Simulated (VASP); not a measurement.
# SbPbCl (P4/nmm) in VASP: single point with PBE

Aim: the single point of SbPbCl with PBE.

Program: VASP 6.6.1. These are calculated values, not measurements. Logs are shortened: lines on timing, memory, paths and dates and some standing lists are left out, and cuts for length are marked.

## (1) The cell of the first run

It takes space group P4/nmm (No. 129, tetragonal). Conventional cell: a = 4.444 Å, b = 4.444 Å, c = 7.835 Å, α = 90.00°, β = 90.00°, γ = 90.00°. Pb (site symmetry 4mm) has 4 Sb at 2.74 Å and 5 Cl at 3.34 to 3.49 Å within 3.6 Å. Cl (site symmetry 4mm) has 6 Pb at 3.34 to 4.35 Å and 4 Sb at 3.53 Å and 8 Cl at 3.92 to 4.44 Å within 4.5 Å. Within 3.6 Å of Sb (site symmetry -4m2) lie 4 Pb at 2.74 Å and 4 Sb at 3.14 Å and 4 Cl at 3.53 Å.

## (2) Single point, PBE

POSCAR

```
SbPbCl
1.0
    4.4443700000      0.0000000000      0.0000000000
    0.0000000000      4.4443700000      0.0000000000
    0.0000000000      0.0000000000      7.8346970000
Pb Cl Sb
2 2 2
Direct
    0.0000000000      0.5000000000      0.2050000000
    0.5000000000      0.0000000000      0.7950000000
    0.0000000000      0.5000000000      0.6500000000
    0.5000000000      0.0000000000      0.3500000000
    0.5000000000      0.5000000000      0.0000000000
    0.0000000000      0.0000000000      0.0000000000
```

INCAR.step1

```
SYSTEM = SbPbCl
PREC = Accurate
ENCUT = 520
EDIFF = 1E-6
ISMEAR = -1
SIGMA = 0.1
LREAL = .FALSE.
LASPH = .TRUE.
NELM = 100
ALGO = Normal
ISIF = 2
LWAVE = .FALSE.
LCHARG = .TRUE.
GGA = PE
NBANDS = 35
```

KPOINTS.step1

```
Automatic mesh
0
G
  8 8 5
  0 0 0
```

INCAR.step2

```
SYSTEM = SbPbCl
PREC = Accurate
ENCUT = 520
EDIFF = 1E-6
ISMEAR = -5
SIGMA = 0.1
LREAL = .FALSE.
LASPH = .TRUE.
NELM = 100
ALGO = Normal
ISIF = 2
LWAVE = .FALSE.
LCHARG = .FALSE.
GGA = PE
LORBIT = 10
NEDOS = 2001
ICHARG = 11
```

KPOINTS.step2

```
Automatic mesh
0
G
  12 12 8
  0 0 0
```

Potentials or basis: VASP PAW PBE potentials, release 64 (Pb_d, Cl, Sb).

Started as:

```bash
$ cat potpaw_PBE.64/Pb_d/POTCAR potpaw_PBE.64/Cl/POTCAR potpaw_PBE.64/Sb/POTCAR > POTCAR
$ cp INCAR.step1 INCAR
$ cp KPOINTS.step1 KPOINTS
$ mpirun -np 1 vasp_std > vasp.out
$ cp INCAR.step2 INCAR
$ cp KPOINTS.step2 KPOINTS
$ mpirun -np 1 vasp_std > vasp.out
```

OUTCAR:

```text
SYSTEM = SbPbCl
   PREC = Accurate
   ENCUT = 520
   EDIFF = 1E-6
   ISMEAR = -5
   LREAL = .FALSE.
   LASPH = .TRUE.
   NELM = 100
   ISIF = 2
   GGA = PE
   LORBIT = 10
   ICHARG = 11

 ion  position               nearest neighbor table
   1  0.000  0.500  0.205-   5 2.74   6 2.74   6 2.74   5 2.74   4 3.34   4 3.34   4 3.34   4 3.34

   2  0.500  0.000  0.795-   5 2.74   6 2.74   5 2.74   6 2.74   3 3.34   3 3.34   3 3.34   3 3.34

   3  0.000  0.500  0.650-   2 3.34   2 3.34   2 3.34   2 3.34
   4  0.500  0.000  0.350-   1 3.34   1 3.34   1 3.34   1 3.34
   5  0.500  0.500  0.000-   1 2.74   2 2.74   2 2.74   1 2.74   6 3.14   6 3.14   6 3.14   6 3.14

   6  0.000  0.000  0.000-   1 2.74   2 2.74   1 2.74   2 2.74   5 3.14   5 3.14   5 3.14   5 3.14

  LATTYP: Found a simple tetragonal cell.
 ALAT       =     4.4443700000
 C/A-ratio  =     1.7628363525

  Lattice vectors:

 A1 = (   4.4443700000,   0.0000000000,   0.0000000000)
 A2 = (   0.0000000000,   4.4443700000,   0.0000000000)
 A3 = (   0.0000000000,   0.0000000000,   7.8346970000)

Analysis of symmetry for initial positions (statically):
=====================================================================
 Subroutine PRICEL returns:
 Original cell was already a primitive cell.

 Routine SETGRP: Setting up the symmetry group for a
 simple tetragonal supercell.

 Subroutine GETGRP returns: Found 16 space group operations
 (whereof  8 operations were pure point group operations)
 out of a pool of 16 trial point group operations.

The static configuration has the point symmetry D_2d.
 The point group associated with its full space group is D_4h.

Analysis of symmetry for dynamics (positions and initial velocities):
=====================================================================
 Subroutine PRICEL returns:
 Original cell was already a primitive cell.

 Routine SETGRP: Setting up the symmetry group for a
 simple tetragonal supercell.

 Subroutine GETGRP returns: Found 16 space group operations
 (whereof  8 operations were pure point group operations)
 out of a pool of 16 trial point group operations.

The dynamic configuration has the point symmetry D_2d.
 The point group associated with its full space group is D_4h.

 Subroutine INISYM returns: Found 16 space group operations
 (whereof  8 operations are pure point group operations),
 and found     1 'primitive' translations

----------------------------------------------------------------------------------------

                                     Primitive cell

  volume of cell :     154.7543

  direct lattice vectors                    reciprocal lattice vectors
     4.444370000  0.000000000  0.000000000     0.225003769  0.000000000  0.000000000
     0.000000000  4.444370000  0.000000000     0.000000000  0.225003769  0.000000000
     0.000000000  0.000000000  7.834697000     0.000000000  0.000000000  0.127637355

  length of vectors
     4.444370000  4.444370000  7.834697000     0.225003769  0.225003769  0.127637355

  position of ions in fractional coordinates (direct lattice)
     0.000000000  0.500000000  0.205000000
     0.500000000  0.000000000  0.795000000
     0.000000000  0.500000000  0.650000000
     0.500000000  0.000000000  0.350000000
     0.500000000  0.500000000  0.000000000
     0.000000000  0.000000000  0.000000000

  ion indices of the primitive-cell ions
   primitive index   ion index
                 1           1
                 2           2
                 3           3
                 4           4
                 5           5
                 6           6

----------------------------------------------------------------------------------------

 KPOINTS: Automatic mesh

Automatic generation of k-mesh.
 Grid dimensions read from file:
 generate k-points for:   12   12    8

 Generating k-lattice:

  Cartesian coordinates                     Fractional coordinates (reciprocal lattice)
     0.018750314  0.000000000  0.000000000     0.083333333  0.000000000  0.000000000
     0.000000000  0.018750314  0.000000000     0.000000000  0.083333333  0.000000000
     0.000000000  0.000000000  0.015954669     0.000000000  0.000000000  0.125000000

  Length of vectors
     0.018750314  0.018750314  0.015954669

  Shift w.r.t. Gamma in fractional coordinates (k-lattice)
     0.000000000  0.000000000  0.000000000

 TETIRR: Found   1728 inequivalent tetrahedra from     6912

 Subroutine IBZKPT returns following result:
 ===========================================

 Found    140 irreducible k-points:

 Following reciprocal coordinates:
            Coordinates               Weight
  0.000000  0.000000  0.000000      1.000000
  0.083333  0.000000  0.000000      4.000000
  0.166667  0.000000  0.000000      4.000000
  0.250000  0.000000  0.000000      4.000000
  0.333333  0.000000  0.000000      4.000000
  0.416667  0.000000  0.000000      4.000000
[... 16 lines left out ...]
  0.333333  0.333333  0.000000      4.000000
  0.416667  0.333333  0.000000      8.000000
 [... further k-points ...]
   k-points           NKPTS =    140   k-points in BZ     NKDIM =    140   number of bands    NBANDS=     31
   number of dos      NEDOS =   2001   number of ions     NIONS =      6
   total plane-waves  NPLWV =  77760
   dimension x,y,z NGX =    36 NGY =   36 NGZ =   60
   dimension x,y,z NGXF=    72 NGYF=   72 NGZF=  120
   ions per type =               2   2   2
   NGX,Y,Z   is equivalent  to a cutoff of  13.47, 13.47, 12.73 a.u.
   NGXF,Y,Z  is equivalent  to a cutoff of  26.93, 26.93, 25.46 a.u.
 SYSTEM =  SbPbCl
   PREC   = accura    normal or accurate (medium, high low for compatibility)
   ISTART =      0    job   : 0-new  1-cont  2-samecut
   ICHARG =     11    charge: 1-file 2-atom 10-const
   ISPIN  =      1    spin polarized calculation?
   LNONCOLLINEAR =      F non collinear calculations
   LSORBIT =      F    spin-orbit coupling
   LASPH  =      T    aspherical Exc in radial PAW
   ENCUT  =  520.0 eV  38.22 Ry    6.18 a.u.   8.26  8.26 14.57*2*pi/ulx,y,z
   NELM   =    100;   NELMIN=  2; NELMDL=  0     # of ELM steps
   EDIFF  = 0.1E-05   stopping-criterion for ELM
   LREAL  =      F    real-space projection
   EDIFFG = 0.1E-04   stopping-criterion for IOM
   NSW    =      0    number of steps for IOM
   IBRION =     -1    ionic relax: 0-MD 1-quasi-New 2-CG
   NFREE  =      0    steps in history (QN), initial steepest desc. (CG)
   ISIF   =      2    stress and relaxation
   ISYM   =      2    0-nonsym 1-usesym 2-fastsym
   POTIM  = 0.5000    time-step for ionic-motion
   TEBEG  =    0.0;   TEEND  =   0.0 temperature during run
   PSTRESS=    0.0 pullay stress
   NELECT =      52.0000    total number of electrons
   NUPDOWN=      -1.0000    fix difference up-down
   EMIN   =  10.00;   EMAX   =-10.00  energy-range for DOS
   EFERMI =   0.00;   METHOD = LEGACY
   ISMEAR =    -5;   SIGMA  =   0.10  broadening in eV -4-tet -1-fermi 0-gaus
   EFERMI_NEDOS =   21; number of points for ismear=-14 and -15
   IALGO  =     38    algorithm
   IMIX   =      4    mixing-type and parameters
     AMIX     =   0.40;   BMIX     =  1.00
     AMIX_MAG =   1.60;   BMIX_MAG =  1.00
  volume/ion in A,a.u.               =      25.79       174.06
  Fermi-wavevector in a.u.,A,eV,Ry     =   1.138138  2.150770 17.624429  1.295359
  Thomas-Fermi vector in A             =   2.274843
   LORBIT       =     10    0 simple, 1 ext, 2 COOP (PROOUT), +10 PAW based schemes
   GGA     = PE    functional components
   LHFCALC =     F    Hartree Fock is set to
   AEXX    =    0.0000 exact exchange contribution
   IVDW    =     0    specifies the selected vdW correction
   LEPSILON=     F    determine dielectric tensor
   LRPA    =     F    only Hartree local field effects (RPA)
 non-spin polarized calculation
 Fermi weights with tetrahedron method with Bloechl corrections
  energy-cutoff  :      520.00
  volume of cell :      154.75
 maximum number of plane-waves:      4201
 NGX is ok and might be reduce to    36

 number of electron      51.9999997 magnetization

 Free energy of the ion-electron system (eV)
  ---------------------------------------------------
  ext. energy  EPLUGINS =         0.00000000
  ---------------------------------------------------
  free energy    TOTEN  =       -16.97080371 eV

  energy without entropy =      -16.97080371  energy(sigma->0) =      -16.97080371

 E-fermi :   5.9374     XC(G=0):  -9.6935

 val. band max:        5.9617321776   @ k =   0.0833   0.0000   0.0000
 cond. band min:       5.8484616798   @ k =   0.5000   0.0833   0.5000
 fundamental gap:     -0.1132704978
 Fermi energy:         5.9373657954

 k-point     1 :       0.0000    0.0000    0.0000
  band No.  band energies     occupation
      1     -11.0346      2.00000
      2     -10.9988      2.00000
      3     -10.9988      2.00000
      4     -10.9611      2.00000
      5     -10.9324      2.00000
      6     -10.9324      2.00000
[... 23 lines left out ...]
     30       9.3840      0.00000
     31      10.0888      0.00000

 k-point     2 :       0.0833    0.0000    0.0000
  band No.  band energies     occupation
      1     -11.0407      2.00000
      2     -10.9976      2.00000
      3     -10.9921      2.00000
      4     -10.9592      2.00000
      5     -10.9400      2.00000
      6     -10.9334      2.00000
[... 740 lines left out ...]
 k-point    24 :       0.4167    0.3333    0.0000
  band No.  band energies     occupation
      1     -11.1012      2.00000
      2     -11.0909      2.00000
      3     -10.9533      2.00000
      4     -10.9403      2.00000
      5     -10.9067      2.00000
      6     -10.9036      2.00000
[... 23 lines left out ...]
     30       9.9668      0.00000
     31      10.7217      0.00000

 [... further k-points ...]

------------------------ aborting loop because EDIFF is reached ----------------------------------------

  FORCE on cell =-STRESS in cart. coord.  units (eV):
  Direction    XX          YY          ZZ          XY          YZ          ZX
  --------------------------------------------------------------------------------------
  -------------------------------------------------------------------------------------
  Total       19.8918704     19.8918704     18.0730987      0.0000000      0.0000000      0.0000000
  in kB      205.9413636    205.9413636    187.1115441      0.0000000      0.0000000      0.0000000
  external PRESSURE =     199.6647571 kB  Pullay stress =       0.0000000 kB

 VOLUME and BASIS-vectors are now :
 -----------------------------------------------------------------------------
  energy-cutoff  :      520.00
  volume of cell :      154.75
      direct lattice vectors                 reciprocal lattice vectors
     4.444370000  0.000000000  0.000000000     0.225003769  0.000000000  0.000000000
     0.000000000  4.444370000  0.000000000     0.000000000  0.225003769  0.000000000
     0.000000000  0.000000000  7.834697000     0.000000000  0.000000000  0.127637355

 POSITION                                       TOTAL-FORCE (eV/Angst)
 -----------------------------------------------------------------------------------
      0.00000      2.22219      1.60611        -0.000000     -0.000000      6.054618
      2.22219      0.00000      6.22858         0.000000     -0.000000     -6.054618
      0.00000      2.22219      5.09255        -0.000000     -0.000000      0.087317
      2.22219      0.00000      2.74214        -0.000000     -0.000000     -0.087317
      2.22219      2.22219      0.00000        -0.000000      0.000000      0.000000
      0.00000      0.00000      0.00000        -0.000000     -0.000000      0.000000
 -----------------------------------------------------------------------------------
    total drift:                                0.000000      0.000000      0.000000

  FREE ENERGIE OF THE ION-ELECTRON SYSTEM (eV)
  ---------------------------------------------------
  free  energy   TOTEN  =       -16.9708037090 eV

  energy  without entropy=      -16.9708037090  energy(sigma->0) =      -16.97080371

 total charge

# of ion       s       p       d       tot
------------------------------------------
    1        1.419   0.859   9.865  12.144
    2        1.419   0.859   9.865  12.144
    3        1.607   3.482   0.000   5.088
    4        1.607   3.482   0.000   5.088
    5        1.222   1.282   0.063   2.567
    6        1.222   1.282   0.063   2.567
--------------------------------------------------
tot          8.496  11.246  19.856  39.598
```

Wall time 7.8 min (1 thread of Intel Xeon Platinum 8488C (Sapphire Rapids), shared host); peak memory 0.7 GiB.

What came out:

- Valence electrons inside the program's atomic spheres: Pb 12.14; Cl 5.09; Sb 2.57

Caveat: spin-orbit coupling is left out, which moves the levels of the heavy elements.
